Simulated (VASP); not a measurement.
A run of VASP 6.6.1 is set up as follows.

The input INCAR:

```
SYSTEM = TaH
PREC = Accurate
ENCUT = 520
EDIFF = 1E-6
ISMEAR = 0
SIGMA = 0.1
LREAL = .False.
LASPH = .True.
NELM = 80
ALGO = Normal
ISIF = 2
LWAVE = .False.
LCHARG = .True.
GGA = PE
LELF = .True.
LVHAR = .True.
NBANDS = 13
```

Contents of KPOINTS:

```
regular mesh
0
Gamma
  18 18 18
  0 0 0
```

The input POSCAR:

```
TaH
1.0
   -1.7193970903      1.7193970903      1.7541551231
    1.7193970903     -1.7193970903      1.7541551231
    1.7193970903      1.7193970903     -1.7541551231
Ta H
1 1
Direct
    0.0000000000      0.0000000000      0.0000000000
    0.2500000000      0.7500000000      0.5000000000
```

Potentials or basis: VASP PAW PBE potentials, release 64 (Ta_pv, H).

Launch:

```console
$ cat potpaw_PBE.64/Ta_pv/POTCAR potpaw_PBE.64/H/POTCAR > POTCAR
$ mpirun -np 1 vasp_std > vasp.out
```

(1) Predict the pressure.

(2) What does it give for the band gap on the k mesh?

## Answers

(1) 0.2 GPa.

(2) zero (bands 6 and 7 overlap by 3.51 eV).

Caveat: spin-orbit coupling is left out, which moves the levels of the heavy elements.
